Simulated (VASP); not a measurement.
# CaSe (F-43m) in VASP: further runs

The runs below take CaSe through single point, with PBE.

Program: VASP 6.6.1. These are calculated values, not measurements. Logs are shortened: lines on timing, memory, paths and dates and some standing lists are left out, and cuts for length are marked.

## 1. The cell of the first run

It takes space group F-43m (No. 216, cubic). The conventional cell has a = 6.455 Å, b = 6.455 Å, c = 6.455 Å, α = 90.00°, β = 90.00°, γ = 90.00°. Within 3.7 Å of Ca (site symmetry -43m) lie 4 Se at 2.80 Å. Within 3.7 Å of Se (site symmetry -43m) lie 4 Ca at 2.80 Å.

## 2. Single point, PBE (volume changed by -6%)

Contents of INCAR:

```
SYSTEM = CaSe
PREC     = Accurate       ! precision mode
ENCUT    = 520            ! plane-wave cutoff, eV
EDIFF    = 1E-6           ! SCF threshold, eV
ISMEAR   = 0              ! smearing method
SIGMA    = 0.01           ! smearing width, eV
LREAL    = .False.        ! projectors in reciprocal space
LASPH    = .True.         ! aspherical terms in the spheres
NELM     = 80             ! most SCF steps
ALGO     = Normal         ! electronic algorithm
ISIF     = 2              ! what is computed and relaxed
LWAVE    = .False.        ! write WAVECAR
LCHARG   = .False.        ! write CHGCAR
GGA      = PE             ! functional
NBANDS   = 15             ! bands
```

Contents of KPOINTS:

```
regular mesh
0
Gamma
  6 6 6
  0 0 0
```

Contents of POSCAR:

```
CaSe
1.0
    0.0000000000      3.2274301326      3.2274301326
    3.2274301326      0.0000000000      3.2274301326
    3.2274301326      3.2274301326      0.0000000000
Ca Se
1 1
Direct
    0.0000000000      0.0000000000      0.0000000000
    0.2500000000      0.2500000000      0.2500000000
```

Potentials or basis: VASP PAW PBE potentials, release 64 (Ca_sv, Se).

On the command line:

```bash
> cat potpaw_PBE.64/Ca_sv/POTCAR potpaw_PBE.64/Se/POTCAR > POTCAR
> mpirun -np 1 vasp_std > vasp.out
```

OUTCAR:

```text
SYSTEM = CaSe
   PREC = Accurate
   ENCUT = 520
   EDIFF = 1E-6
   ISMEAR = 0
   LREAL = .False.
   LASPH = .True.
   NELM = 80
   ISIF = 2
   GGA = PE

 ion  position               nearest neighbor table
   1  0.000  0.000  0.000-   2 2.80   2 2.80   2 2.80   2 2.80
   2  0.250  0.250  0.250-   1 2.80   1 2.80   1 2.80   1 2.80

  LATTYP: Found a face centered cubic cell.
 ALAT       =     6.4548602652

  Lattice vectors:

 A1 = (   0.0000000000,   3.2274301326,   3.2274301326)
 A2 = (   3.2274301326,   0.0000000000,   3.2274301326)
 A3 = (   3.2274301326,   3.2274301326,   0.0000000000)

Analysis of symmetry for initial positions (statically):
=====================================================================
 Subroutine PRICEL returns:
 Original cell was already a primitive cell.

 Routine SETGRP: Setting up the symmetry group for a
 face centered cubic supercell.

 Subroutine GETGRP returns: Found 24 space group operations
 (whereof 24 operations were pure point group operations)
 out of a pool of 48 trial point group operations.

The static configuration has the point symmetry T_d .

Analysis of symmetry for dynamics (positions and initial velocities):
=====================================================================
 Subroutine PRICEL returns:
 Original cell was already a primitive cell.

 Routine SETGRP: Setting up the symmetry group for a
 face centered cubic supercell.

 Subroutine GETGRP returns: Found 24 space group operations
 (whereof 24 operations were pure point group operations)
 out of a pool of 48 trial point group operations.

The dynamic configuration has the point symmetry T_d .

 Subroutine INISYM returns: Found 24 space group operations
 (whereof 24 operations are pure point group operations),
 and found     1 'primitive' translations

----------------------------------------------------------------------------------------

                                     Primitive cell

  volume of cell :      67.2358

  direct lattice vectors                    reciprocal lattice vectors
     0.000000000  3.227430133  3.227430133    -0.154922021  0.154922021  0.154922021
     3.227430133  0.000000000  3.227430133     0.154922021 -0.154922021  0.154922021
     3.227430133  3.227430133  0.000000000     0.154922021  0.154922021 -0.154922021

  length of vectors
     4.564275465  4.564275465  4.564275465     0.268332812  0.268332812  0.268332812

  position of ions in fractional coordinates (direct lattice)
     0.000000000  0.000000000  0.000000000
     0.250000000  0.250000000  0.250000000

  ion indices of the primitive-cell ions
   primitive index   ion index
                 1           1
                 2           2

----------------------------------------------------------------------------------------

 KPOINTS: regular mesh

Automatic generation of k-mesh.
 Grid dimensions read from file:
 generate k-points for:    6    6    6

 Generating k-lattice:

  Cartesian coordinates                     Fractional coordinates (reciprocal lattice)
    -0.025820337  0.025820337  0.025820337     0.166666667  0.000000000  0.000000000
     0.025820337 -0.025820337  0.025820337     0.000000000  0.166666667  0.000000000
     0.025820337  0.025820337 -0.025820337     0.000000000  0.000000000  0.166666667

  Length of vectors
     0.044722135  0.044722135  0.044722135

  Shift w.r.t. Gamma in fractional coordinates (k-lattice)
     0.000000000  0.000000000  0.000000000

 Subroutine IBZKPT returns following result:
 ===========================================

 Found     16 irreducible k-points:

 Following reciprocal coordinates:
            Coordinates               Weight
  0.000000  0.000000  0.000000      1.000000
  0.166667  0.000000  0.000000      8.000000
  0.333333  0.000000  0.000000      8.000000
  0.500000  0.000000  0.000000      4.000000
  0.166667  0.166667  0.000000      6.000000
  0.333333  0.166667  0.000000     24.000000
[... 8 lines left out ...]
 -0.333333  0.333333  0.166667     24.000000
 -0.333333  0.500000  0.166667     12.000000
   k-points           NKPTS =     16   k-points in BZ     NKDIM =     16   number of bands    NBANDS=     15
   number of dos      NEDOS =    301   number of ions     NIONS =      2
   total plane-waves  NPLWV =  46656
   dimension x,y,z NGX =    36 NGY =   36 NGZ =   36
   dimension x,y,z NGXF=    72 NGYF=   72 NGZF=   72
   ions per type =               1   1
   NGX,Y,Z   is equivalent  to a cutoff of  13.11, 13.11, 13.11 a.u.
   NGXF,Y,Z  is equivalent  to a cutoff of  26.22, 26.22, 26.22 a.u.
 SYSTEM =  CaSe
   PREC   = accura    normal or accurate (medium, high low for compatibility)
   ISTART =      0    job   : 0-new  1-cont  2-samecut
   ICHARG =      2    charge: 1-file 2-atom 10-const
   ISPIN  =      1    spin polarized calculation?
   LNONCOLLINEAR =      F non collinear calculations
   LSORBIT =      F    spin-orbit coupling
   LASPH  =      T    aspherical Exc in radial PAW
   ENCUT  =  520.0 eV  38.22 Ry    6.18 a.u.   8.49  8.49  8.49*2*pi/ulx,y,z
   NELM   =     80;   NELMIN=  2; NELMDL= -5     # of ELM steps
   EDIFF  = 0.1E-05   stopping-criterion for ELM
   LREAL  =      F    real-space projection
   EDIFFG = 0.1E-04   stopping-criterion for IOM
   NSW    =      0    number of steps for IOM
   IBRION =     -1    ionic relax: 0-MD 1-quasi-New 2-CG
   NFREE  =      0    steps in history (QN), initial steepest desc. (CG)
   ISIF   =      2    stress and relaxation
   ISYM   =      2    0-nonsym 1-usesym 2-fastsym
   POTIM  = 0.5000    time-step for ionic-motion
   TEBEG  =    0.0;   TEEND  =   0.0 temperature during run
   PSTRESS=    0.0 pullay stress
   NELECT =      16.0000    total number of electrons
   NUPDOWN=      -1.0000    fix difference up-down
   EMIN   =  10.00;   EMAX   =-10.00  energy-range for DOS
   EFERMI =   0.00;   METHOD = LEGACY
   ISMEAR =     0;   SIGMA  =   0.01  broadening in eV -4-tet -1-fermi 0-gaus
   EFERMI_NEDOS =   21; number of points for ismear=-14 and -15
   IALGO  =     38    algorithm
   IMIX   =      4    mixing-type and parameters
     AMIX     =   0.40;   BMIX     =  1.00
     AMIX_MAG =   1.60;   BMIX_MAG =  1.00
  volume/ion in A,a.u.               =      33.62       226.86
  Fermi-wavevector in a.u.,A,eV,Ry     =   1.014490  1.917109 14.002993  1.029191
  Thomas-Fermi vector in A             =   2.147721
   LORBIT       =      0    0 simple, 1 ext, 2 COOP (PROOUT), +10 PAW based schemes
   GGA     = PE    functional components
   LHFCALC =     F    Hartree Fock is set to
   AEXX    =    0.0000 exact exchange contribution
   IVDW    =     0    specifies the selected vdW correction
   LEPSILON=     F    determine dielectric tensor
   LRPA    =     F    only Hartree local field effects (RPA)
 non-spin polarized calculation
 Gauss-broadening in eV      SIGMA  =   0.01
  energy-cutoff  :      520.00
  volume of cell :       67.24
 maximum number of plane-waves:      1837
 NGX is ok and might be reduce to    36
   NGX = 17   NGY = 17   NGZ = 17

 number of electron      16.0000000 magnetization

 Free energy of the ion-electron system (eV)
  ---------------------------------------------------
  ext. energy  EPLUGINS =         0.00000000
  ---------------------------------------------------
  free energy    TOTEN  =        -8.93749233 eV

  energy without entropy =       -8.93749233  energy(sigma->0) =       -8.93749233

 E-fermi :  -0.0431     XC(G=0):  -7.8033

 val. band max:       -0.1081793819   @ k =  -0.3333   0.3333   0.0000
 cond. band min:       3.2439417262   @ k =   0.0000   0.0000   0.0000
 fundamental gap:      3.3521211081
 Fermi energy:        -0.0430786547

 k-point     1 :       0.0000    0.0000    0.0000
  band No.  band energies     occupation
      1     -38.9666      2.00000
      2     -19.9963      2.00000
      3     -19.9963      2.00000
      4     -19.9963      2.00000
      5     -10.4960      2.00000
      6      -0.2256      2.00000
      7      -0.2256      2.00000
      8      -0.2256      2.00000
      9       3.2439      0.00000
     10       5.3820      0.00000
     11       5.3820      0.00000
     12       7.5465      0.00000
     13       7.5465      0.00000
     14       7.5465      0.00000
     15       9.2541      0.00000

 k-point     2 :       0.1667    0.0000    0.0000
  band No.  band energies     occupation
      1     -38.9661      2.00000
      2     -20.0108      2.00000
      3     -19.9980      2.00000
      4     -19.9980      2.00000
      5     -10.4223      2.00000
      6      -0.6409      2.00000
      7      -0.1973      2.00000
      8      -0.1973      2.00000
      9       4.0336      0.00000
     10       5.2543      0.00000
     11       5.2543      0.00000
     12       7.0640      0.00000
     13       7.5416      0.00000
     14       7.5416      0.00000
     15       8.5118      0.00000

 k-point     3 :       0.3333    0.0000    0.0000
  band No.  band energies     occupation
      1     -38.9649      2.00000
      2     -20.0395      2.00000
      3     -20.0015      2.00000
      4     -20.0015      2.00000
      5     -10.2733      2.00000
      6      -1.1841      2.00000
      7      -0.1492      2.00000
      8      -0.1492      2.00000
      9       5.0540      0.00000
     10       5.2777      0.00000
     11       5.2777      0.00000
     12       6.2236      0.00000
     13       6.9776      0.00000
     14       6.9776      0.00000
     15       8.2851      0.00000
[... 199 lines left out ...]
 k-point    15 :      -0.3333    0.3333    0.1667
  band No.  band energies     occupation
      1     -38.9637      2.00000
      2     -20.0491      2.00000
      3     -20.0192      2.00000
      4     -20.0094      2.00000
      5     -10.1260      2.00000
      6      -1.0139      2.00000
      7      -0.6895      2.00000
      8      -0.1499      2.00000
      9       3.9687      0.00000
     10       5.0329      0.00000
     11       5.7070      0.00000
     12       6.5625      0.00000
     13       6.8506      0.00000
     14       7.8854      0.00000
     15       9.2335      0.00000

 k-point    16 :      -0.3333    0.5000    0.1667
  band No.  band energies     occupation
      1     -38.9635      2.00000
      2     -20.0519      2.00000
      3     -20.0184      2.00000
      4     -20.0132      2.00000
      5     -10.1017      2.00000
      6      -1.1481      2.00000
      7      -0.5104      2.00000
      8      -0.1810      2.00000
      9       3.6175      0.00000
     10       4.9785      0.00000
     11       5.9613      0.00000
     12       6.2535      0.00000
     13       6.7902      0.00000
     14       8.5460      0.00000
     15       9.4522      0.00000

------------------------ aborting loop because EDIFF is reached ----------------------------------------

  FORCE on cell =-STRESS in cart. coord.  units (eV):
  Direction    XX          YY          ZZ          XY          YZ          ZX
  --------------------------------------------------------------------------------------
  -------------------------------------------------------------------------------------
  Total        1.0036284      1.0036284      1.0036284     -0.0000000     -0.0000000     -0.0000000
  in kB       23.9156943     23.9156943     23.9156943     -0.0000000     -0.0000000     -0.0000000
  external PRESSURE =      23.9156943 kB  Pullay stress =       0.0000000 kB

 VOLUME and BASIS-vectors are now :
 -----------------------------------------------------------------------------
  energy-cutoff  :      520.00
  volume of cell :       67.24
      direct lattice vectors                 reciprocal lattice vectors
     0.000000000  3.227430133  3.227430133    -0.154922021  0.154922021  0.154922021
     3.227430133  0.000000000  3.227430133     0.154922021 -0.154922021  0.154922021
     3.227430133  3.227430133  0.000000000     0.154922021  0.154922021 -0.154922021

 POSITION                                       TOTAL-FORCE (eV/Angst)
 -----------------------------------------------------------------------------------
      0.00000      0.00000      0.00000         0.000000      0.000000      0.000000
      1.61372      1.61372      1.61372        -0.000000     -0.000000     -0.000000
 -----------------------------------------------------------------------------------
    total drift:                                0.000000      0.000000      0.000000

  FREE ENERGIE OF THE ION-ELECTRON SYSTEM (eV)
  ---------------------------------------------------
  free  energy   TOTEN  =        -8.9374923264 eV

  energy  without entropy=       -8.9374923264  energy(sigma->0) =       -8.93749233
```

It took 24 s on 1 thread of AMD EPYC 7R43 (Zen 3), shared host; peak memory 0.17 GiB.

What came out:

```yaml
Free_energy: -8.9375 eV
Pressure: 2.4 GPa
Band_gap_on_the_k_mesh: 3.35 eV, indirect (least direct gap 3.47 eV)
```

Levels at points of the mesh, in eV from the valence-band top:
```
           k point  band 4  band 5  band 6  band 7  band 8  band 9  band 10  band 11  band 12  band 13
(0.00, 0.00, 0.00)  -19.89  -10.39   -0.12   -0.12   -0.12    3.35     5.49     5.49     7.65     7.65
(0.50, 0.00, 0.00)  -19.89  -10.09   -1.27   -0.02   -0.02    5.21     5.62     5.62     6.03     6.55
(0.50, 0.50, 0.00)  -19.90   -9.99   -1.31   -0.02   -0.02    3.55     5.10     6.27     6.27     6.31
```

## 3. Single point, PBE (volume changed by -3%)

Contents of INCAR:

```
PREC = Accurate
ENCUT = 520
EDIFF = 1E-7
ISMEAR = 0
SIGMA = 0.01
LREAL = F
LASPH = T
NELM = 100
ALGO = Normal
ISIF = 2
LWAVE = F
LCHARG = F
GGA = PE
NBANDS = 15
```

Contents of KPOINTS:

```
regular mesh
0
Gamma
  6 6 6
```

Contents of POSCAR:

```
CaSe
1.0
    0.0000000000      3.2614055781      3.2614055781
    3.2614055781      0.0000000000      3.2614055781
    3.2614055781      3.2614055781      0.0000000000
Ca Se
1 1
Direct
    0.0000000000      0.0000000000      0.0000000000
    0.2500000000      0.2500000000      0.2500000000
```

Potentials or basis: VASP PAW PBE potentials, release 64 (Ca_sv, Se).

On the command line:

```bash
> cat potpaw_PBE.64/Ca_sv/POTCAR potpaw_PBE.64/Se/POTCAR > POTCAR
> mpirun -np 1 vasp_std > vasp.out
```

OUTCAR:

```text
PREC = Accurate
   ENCUT = 520
   EDIFF = 1E-7
   ISMEAR = 0
   LREAL = F
   LASPH = T
   NELM = 100
   ISIF = 2
   GGA = PE

 ion  position               nearest neighbor table
   1  0.000  0.000  0.000-   2 2.82   2 2.82   2 2.82   2 2.82
   2  0.250  0.250  0.250-   1 2.82   1 2.82   1 2.82   1 2.82

  LATTYP: Found a face centered cubic cell.
 ALAT       =     6.5228111562

  Lattice vectors:

 A1 = (   0.0000000000,   3.2614055781,   3.2614055781)
[... 464 lines left out ...]
------------------------ aborting loop because EDIFF is reached ----------------------------------------

  FORCE on cell =-STRESS in cart. coord.  units (eV):
  Direction    XX          YY          ZZ          XY          YZ          ZX
  --------------------------------------------------------------------------------------
  -------------------------------------------------------------------------------------
  Total        0.4993208      0.4993208      0.4993208      0.0000000     -0.0000000      0.0000000
  in kB       11.5304378     11.5304378     11.5304378      0.0000000     -0.0000000      0.0000000
  external PRESSURE =      11.5304378 kB  Pullay stress =       0.0000000 kB

 VOLUME and BASIS-vectors are now :
 -----------------------------------------------------------------------------
  energy-cutoff  :      520.00
  volume of cell :       69.38
      direct lattice vectors                 reciprocal lattice vectors
     0.000000000  3.261405578  3.261405578    -0.153308133  0.153308133  0.153308133
     3.261405578  0.000000000  3.261405578     0.153308133 -0.153308133  0.153308133
     3.261405578  3.261405578  0.000000000     0.153308133  0.153308133 -0.153308133

 POSITION                                       TOTAL-FORCE (eV/Angst)
 -----------------------------------------------------------------------------------
      0.00000      0.00000      0.00000         0.000000      0.000000      0.000000
      1.63070      1.63070      1.63070        -0.000000     -0.000000     -0.000000
 -----------------------------------------------------------------------------------
    total drift:                                0.000000      0.000000      0.000000

  FREE ENERGIE OF THE ION-ELECTRON SYSTEM (eV)
  ---------------------------------------------------
  free  energy   TOTEN  =        -8.9613731322 eV

  energy  without entropy=       -8.9613731322  energy(sigma->0) =       -8.96137313
```

stdout:

```text
POSCAR found type information on POSCAR CaSe
 POSCAR found :  2 types and       2 ions
 scaLAPACK will be used
 LDA part: xc-table for (Slater+PW92), standard interpolation
 POSCAR, INCAR and KPOINTS ok, starting setup
 FFT: planning ... GRIDC
 FFT: planning ... GRID_SOFT
 FFT: planning ... GRID
 WAVECAR not read
 entering main loop
```

Run time: 24 s. Hardware: 1 thread of AMD EPYC 7R43 (Zen 3), shared host; peak memory 0.17 GiB.

What came out:

- Free energy: -8.9614 eV
- Pressure: 1.2 GPa
- Band gap on the k mesh: 3.26 eV, indirect (least direct gap 3.36 eV)

 A k mesh can miss the band edges.
